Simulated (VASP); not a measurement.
# BaS in VASP: further runs

BaS is run at these levels: PBE; tasks: single point.

All numbers are computed with VASP 6.6.1; they aren't measurements. Logs are shortened: lines on timing, memory, paths and dates and some standing lists are left out, and cuts for length are marked.

## 1. The cell of the first run

The structure is tetragonal, space group I4/mmm (No. 139). The conventional cell has a = 4.542 Å, b = 4.542 Å, c = 6.745 Å, α = 90.00°, β = 90.00°, γ = 90.00°. Ba (site symmetry 4/mmm) has 6 S at 3.21 to 3.37 Å within 4.2 Å. S (site symmetry 4/mmm) has 6 Ba at 3.21 to 3.37 Å within 4.2 Å.

## 2. Single point, PBE (uniaxial z strain +5.0%)

Contents of INCAR:

```
SYSTEM = BaS
PREC     = Accurate       ! precision mode
ENCUT    = 520            ! plane-wave cutoff, eV
EDIFF    = 1E-6           ! SCF threshold, eV
ISMEAR   = -1             ! smearing method
SIGMA    = 0.02           ! smearing width, eV
LREAL    = .FALSE.        ! projectors in reciprocal space
LASPH    = .TRUE.         ! aspherical terms in the spheres
NELM     = 80             ! most SCF steps
ALGO     = Normal         ! electronic algorithm
ISIF     = 2              ! what is computed and relaxed
LWAVE    = .FALSE.        ! write WAVECAR
LCHARG   = .TRUE.         ! write CHGCAR
GGA      = PE             ! functional
LELF     = .TRUE.         ! ELF
LVHAR    = .TRUE.       
NBANDS   = 15             ! bands
```

Contents of KPOINTS:

```
regular mesh
0
G
  8 8 8
  0 0 0
```

Contents of POSCAR:

```
BaS
1.0
    0.0000000000      3.2117958753      3.3723856691
    3.2117958753      0.0000000000      3.3723856691
    3.2117958753      3.2117958753      0.0000000000
Ba S
1 1
Direct
    0.0000000000      0.0000000000      0.0000000000
    0.5000000000      0.5000000000      0.5000000000
```

Potentials or basis: VASP PAW PBE potentials, release 64 (Ba_sv, S).

The run is started by

```
$ cat potpaw_PBE.64/Ba_sv/POTCAR potpaw_PBE.64/S/POTCAR > POTCAR
$ mpirun -np 1 vasp_std > vasp.out
```

OUTCAR:

```text
SYSTEM = BaS
   PREC = Accurate
   ENCUT = 520
   EDIFF = 1E-6
   ISMEAR = -1
   LREAL = .FALSE.
   LASPH = .TRUE.
   NELM = 80
   ISIF = 2
   GGA = PE

 ion  position               nearest neighbor table
   1  0.000  0.000  0.000-   2 3.21   2 3.21   2 3.21   2 3.21   2 3.37   2 3.37
   2  0.500  0.500  0.500-   1 3.21   1 3.21   1 3.21   1 3.21   1 3.37   1 3.37

  LATTYP: Found a body centered tetragonal cell.
 ALAT       =     4.5421652864
 C/A-ratio  =     1.4849242405

  Lattice vectors:

 A1 = (  -3.2117958753,   0.0000000000,   3.3723856691)
 A2 = (   3.2117958753,   0.0000000000,   3.3723856691)
 A3 = (   0.0000000000,   3.2117958753,  -3.3723856691)

Analysis of symmetry for initial positions (statically):
=====================================================================
 Subroutine PRICEL returns:
 Original cell was already a primitive cell.

 Routine SETGRP: Setting up the symmetry group for a
 body centered tetragonal supercell.

 Subroutine GETGRP returns: Found 16 space group operations
 (whereof 16 operations were pure point group operations)
 out of a pool of 16 trial point group operations.

The static configuration has the point symmetry D_4h.

Analysis of symmetry for dynamics (positions and initial velocities):
=====================================================================
 Subroutine PRICEL returns:
 Original cell was already a primitive cell.

 Routine SETGRP: Setting up the symmetry group for a
 body centered tetragonal supercell.

 Subroutine GETGRP returns: Found 16 space group operations
 (whereof 16 operations were pure point group operations)
 out of a pool of 16 trial point group operations.

The dynamic configuration has the point symmetry D_4h.

 Subroutine INISYM returns: Found 16 space group operations
 (whereof 16 operations are pure point group operations),
 and found     1 'primitive' translations

----------------------------------------------------------------------------------------

                                     Primitive cell

  volume of cell :      69.5766

  direct lattice vectors                    reciprocal lattice vectors
     0.000000000  3.211795875  3.372385669    -0.155676145  0.155676145  0.148262995
     3.211795875  0.000000000  3.372385669     0.155676145 -0.155676145  0.148262995
     3.211795875  3.211795875  0.000000000     0.155676145  0.155676145 -0.148262995

  length of vectors
     4.657104019  4.657104019  4.542165286     0.265428031  0.265428031  0.265428031

  position of ions in fractional coordinates (direct lattice)
     0.000000000  0.000000000  0.000000000
     0.500000000  0.500000000  0.500000000

  ion indices of the primitive-cell ions
   primitive index   ion index
                 1           1
                 2           2

----------------------------------------------------------------------------------------

 KPOINTS: regular mesh

Automatic generation of k-mesh.
 Grid dimensions read from file:
 generate k-points for:    8    8    8

 Generating k-lattice:

  Cartesian coordinates                     Fractional coordinates (reciprocal lattice)
    -0.019459518  0.019459518  0.018532874     0.125000000  0.000000000  0.000000000
     0.019459518 -0.019459518  0.018532874     0.000000000  0.125000000  0.000000000
     0.019459518  0.019459518 -0.018532874     0.000000000  0.000000000  0.125000000

  Length of vectors
     0.033178504  0.033178504  0.033178504

  Shift w.r.t. Gamma in fractional coordinates (k-lattice)
     0.000000000  0.000000000  0.000000000

 Subroutine IBZKPT returns following result:
 ===========================================

 Found     59 irreducible k-points:

 Following reciprocal coordinates:
            Coordinates               Weight
  0.000000  0.000000  0.000000      1.000000
  0.125000  0.000000  0.000000      8.000000
  0.250000  0.000000  0.000000      8.000000
  0.375000  0.000000  0.000000      8.000000
  0.500000  0.000000  0.000000      4.000000
  0.125000  0.125000  0.000000      2.000000
[... 16 lines left out ...]
  0.250000  0.000000  0.125000     16.000000
  0.375000  0.000000  0.125000     16.000000
 [... further k-points ...]
   k-points           NKPTS =     59   k-points in BZ     NKDIM =     59   number of bands    NBANDS=     15
   number of dos      NEDOS =    301   number of ions     NIONS =      2
   total plane-waves  NPLWV =  46656
   dimension x,y,z NGX =    36 NGY =   36 NGZ =   36
   dimension x,y,z NGXF=    72 NGYF=   72 NGZF=   72
   ions per type =               1   1
   NGX,Y,Z   is equivalent  to a cutoff of  12.85, 12.85, 13.18 a.u.
   NGXF,Y,Z  is equivalent  to a cutoff of  25.70, 25.70, 26.35 a.u.
 SYSTEM =  BaS
   PREC   = accura    normal or accurate (medium, high low for compatibility)
   ISTART =      0    job   : 0-new  1-cont  2-samecut
   ICHARG =      2    charge: 1-file 2-atom 10-const
   ISPIN  =      1    spin polarized calculation?
   LNONCOLLINEAR =      F non collinear calculations
   LSORBIT =      F    spin-orbit coupling
   LASPH  =      T    aspherical Exc in radial PAW
   ENCUT  =  520.0 eV  38.22 Ry    6.18 a.u.   8.66  8.66  8.45*2*pi/ulx,y,z
   NELM   =     80;   NELMIN=  2; NELMDL= -5     # of ELM steps
   EDIFF  = 0.1E-05   stopping-criterion for ELM
   LREAL  =      F    real-space projection
   EDIFFG = 0.1E-04   stopping-criterion for IOM
   NSW    =      0    number of steps for IOM
   IBRION =     -1    ionic relax: 0-MD 1-quasi-New 2-CG
   NFREE  =      0    steps in history (QN), initial steepest desc. (CG)
   ISIF   =      2    stress and relaxation
   ISYM   =      2    0-nonsym 1-usesym 2-fastsym
   POTIM  = 0.5000    time-step for ionic-motion
   TEBEG  =    0.0;   TEEND  =   0.0 temperature during run
   PSTRESS=    0.0 pullay stress
   NELECT =      16.0000    total number of electrons
   NUPDOWN=      -1.0000    fix difference up-down
   EMIN   =  10.00;   EMAX   =-10.00  energy-range for DOS
   EFERMI =   0.00;   METHOD = LEGACY
   ISMEAR =    -1;   SIGMA  =   0.02  broadening in eV -4-tet -1-fermi 0-gaus
   EFERMI_NEDOS =   21; number of points for ismear=-14 and -15
   IALGO  =     38    algorithm
   IMIX   =      4    mixing-type and parameters
     AMIX     =   0.40;   BMIX     =  1.00
     AMIX_MAG =   1.60;   BMIX_MAG =  1.00
  volume/ion in A,a.u.               =      34.79       234.76
  Fermi-wavevector in a.u.,A,eV,Ry     =   1.002984  1.895364 13.687133  1.005976
  Thomas-Fermi vector in A             =   2.135506
   LORBIT       =      0    0 simple, 1 ext, 2 COOP (PROOUT), +10 PAW based schemes
   GGA     = PE    functional components
   LHFCALC =     F    Hartree Fock is set to
   AEXX    =    0.0000 exact exchange contribution
   IVDW    =     0    specifies the selected vdW correction
   LEPSILON=     F    determine dielectric tensor
   LRPA    =     F    only Hartree local field effects (RPA)
 non-spin polarized calculation
  energy-cutoff  :      520.00
  volume of cell :       69.58
 maximum number of plane-waves:      1891
   NGX = 17   NGY = 17   NGZ = 17

 number of electron      16.0000000 magnetization

 Free energy of the ion-electron system (eV)
  ---------------------------------------------------
  ext. energy  EPLUGINS =         0.00000000
  ---------------------------------------------------
  free energy    TOTEN  =       -10.16515455 eV

  energy without entropy =      -10.16515455  energy(sigma->0) =      -10.16515455

 E-fermi :   1.6345     XC(G=0):  -8.3522

 val. band max:        1.1676701165   @ k =   0.0000   0.0000   0.0000
 cond. band min:       3.3288271814   @ k =   0.5000   0.0000   0.5000
 fundamental gap:      2.1611570649
 Fermi energy:         1.6344604970

 k-point     1 :       0.0000    0.0000    0.0000
  band No.  band energies     occupation
      1     -25.1552      2.00000
      2     -10.2315      2.00000
      3     -10.2132      2.00000
      4     -10.2132      2.00000
      5      -9.1403      2.00000
      6       1.0563      2.00000
      7       1.1677      2.00000
      8       1.1677      2.00000
      9       4.3425      0.00000
     10       4.7724      0.00000
     11       5.0902      0.00000
     12       5.0902      0.00000
     13       5.7997      0.00000
     14       5.9680      0.00000
     15       9.7547      0.00000

 k-point     2 :       0.1250    0.0000    0.0000
  band No.  band energies     occupation
      1     -25.1506      2.00000
      2     -10.4210      2.00000
      3     -10.2347      2.00000
      4     -10.2151      2.00000
      5      -8.9223      2.00000
      6       0.7395      2.00000
      7       0.9245      2.00000
      8       0.9710      2.00000
      9       4.7941      0.00000
     10       4.9886      0.00000
     11       5.2047      0.00000
     12       5.2924      0.00000
     13       6.2071      0.00000
     14       6.3996      0.00000
     15      10.3314      0.00000

 k-point     3 :       0.2500    0.0000    0.0000
  band No.  band energies     occupation
      1     -25.1392      2.00000
      2     -10.7592      2.00000
      3     -10.2532      2.00000
      4     -10.2197      2.00000
      5      -8.5471      2.00000
      6       0.0568      2.00000
      7       0.5638      2.00000
      8       0.5770      2.00000
      9       5.1602      0.00000
     10       5.7490      0.00000
     11       5.8590      0.00000
     12       6.0248      0.00000
     13       7.2221      0.00000
     14       7.4817      0.00000
     15      11.3420      0.00000
[... 343 lines left out ...]
 k-point    23 :       0.2500    0.0000    0.1250
  band No.  band energies     occupation
      1     -25.1393      2.00000
      2     -10.6874      2.00000
      3     -10.2713      2.00000
      4     -10.2501      2.00000
      5      -8.6050      2.00000
      6       0.0170      2.00000
      7       0.7313      2.00000
      8       0.8410      2.00000
      9       4.5938      0.00000
     10       5.3675      0.00000
     11       5.9555      0.00000
     12       6.1966      0.00000
     13       6.5364      0.00000
     14       8.2171      0.00000
     15      11.5055      0.00000

 k-point    24 :       0.3750    0.0000    0.1250
  band No.  band energies     occupation
      1     -25.1279      2.00000
      2     -10.9184      2.00000
      3     -10.2896      2.00000
      4     -10.2564      2.00000
      5      -8.3750      2.00000
      6      -0.3091      2.00000
      7       0.3619      2.00000
      8       0.5037      2.00000
      9       4.9426      0.00000
     10       6.4207      0.00000
     11       6.7346      0.00000
     12       6.9408      0.00000
     13       7.5846      0.00000
     14       9.0597      0.00000
     15      10.8709      0.00000

 [... further k-points ...]
[... 5 lines left out ...]
  --------------------------------------------------------------------------------------
  -------------------------------------------------------------------------------------
  Total       -0.0657455     -0.0657455     -1.2539847      0.0000000      0.0000000      0.0000000
  in kB       -1.5139566     -1.5139566    -28.8761793      0.0000000      0.0000000      0.0000000
  external PRESSURE =     -10.6346975 kB  Pullay stress =       0.0000000 kB

 VOLUME and BASIS-vectors are now :
 -----------------------------------------------------------------------------
  energy-cutoff  :      520.00
  volume of cell :       69.58
      direct lattice vectors                 reciprocal lattice vectors
     0.000000000  3.211795875  3.372385669    -0.155676145  0.155676145  0.148262995
     3.211795875  0.000000000  3.372385669     0.155676145 -0.155676145  0.148262995
     3.211795875  3.211795875  0.000000000     0.155676145  0.155676145 -0.148262995

 POSITION                                       TOTAL-FORCE (eV/Angst)
 -----------------------------------------------------------------------------------
      0.00000      0.00000      0.00000         0.000000      0.000000      0.000000
      3.21180      3.21180      3.37239         0.000000     -0.000000      0.000000
 -----------------------------------------------------------------------------------
    total drift:                                0.000000      0.000000      0.000000

  FREE ENERGIE OF THE ION-ELECTRON SYSTEM (eV)
  ---------------------------------------------------
  free  energy   TOTEN  =       -10.1651545527 eV

  energy  without entropy=      -10.1651545527  energy(sigma->0) =      -10.16515455
```

Run time: 34 s. Hardware: 1 thread of Intel Xeon 6975P-C, shared host; peak memory 0.24 GiB.

What came out:

```
Free energy            : -10.1652 eV
Pressure               : -1.1 GPa
Band gap on the k mesh : 2.16 eV, indirect (least direct gap 2.33 eV)
```

Caveat: the cell differs from its parent crystal (uniaxial z strain +5.0%); spin-orbit coupling is left out, which moves the levels of the heavy elements.

## 3. Single point, PBE (shear xy strain +2.5%)

Contents of INCAR:

```
SYSTEM = BaS
ALGO = Normal ; EDIFF = 1E-6
ENCUT = 520 ; GGA = PE
ISIF = 2 ; ISMEAR = -1
LASPH = .TRUE. ; LCHARG = .TRUE.
LELF = .TRUE. ; LREAL = .FALSE.
LVHAR = .TRUE. ; LWAVE = .FALSE.
NBANDS = 15 ; NELM = 80
PREC = Accurate ; SIGMA = 0.02
```

Contents of KPOINTS:

```
k-points
0
G
  8 8 8
  0 0 0
```

Contents of POSCAR:

```
BaS
1.0
    0.0401474484      3.2117958753      3.2117958753
    3.2117958753      0.0401474484      3.2117958753
    3.2519433238      3.2519433238      0.0000000001
Ba S
1 1
Direct
    0.0000000000      0.0000000000      0.0000000000
    0.5000000000      0.5000000000      0.5000000000
```

Potentials or basis: VASP PAW PBE potentials, release 64 (Ba_sv, S).

The run is started by

```
$ cat potpaw_PBE.64/Ba_sv/POTCAR potpaw_PBE.64/S/POTCAR > POTCAR
$ mpirun -np 1 vasp_std > vasp.out
```

It took 62 s on 1 thread of Intel Xeon 6975P-C, shared host; peak memory 0.26 GiB.

The run converged. Its results:

- Free energy: -10.1896 eV
- Pressure: 0.6 GPa
- Band gap on the k mesh: 2.10 eV, indirect (least direct gap 2.24 eV)

Stress tensor (GPa, compression positive):
```
 0.65 -0.47  0.00
-0.47  0.65  0.00
 0.00  0.00  0.64
```

Levels at points of the mesh, in eV from the valence-band top:
| k point | band 6 | band 7 | band 8 | band 9 | band 10 | band 11 |
| --- | --- | --- | --- | --- | --- | --- |
| (0.00, 0.00, 0.00) | -0.06 | -0.03 | 0.00 | 3.47 | 3.73 | 3.85 |
| (0.50, 0.00, 0.00) | -1.93 | -1.15 | -1.08 | 5.46 | 5.61 | 6.17 |
| (0.50, 0.50, 0.00) | -0.57 | -0.21 | -0.14 | 2.10 | 5.86 | 5.89 |
| (0.00, 0.00, 0.50) | -1.94 | -1.09 | -1.01 | 5.41 | 5.61 | 6.11 |
| (0.50, 0.00, 0.50) | -0.57 | -0.18 | -0.18 | 2.10 | 5.85 | 5.88 |

Caveat: the cell differs from its parent crystal (shear xy strain +2.5%); spin-orbit coupling is left out, which moves the levels of the heavy elements. A k mesh can miss the band edges.
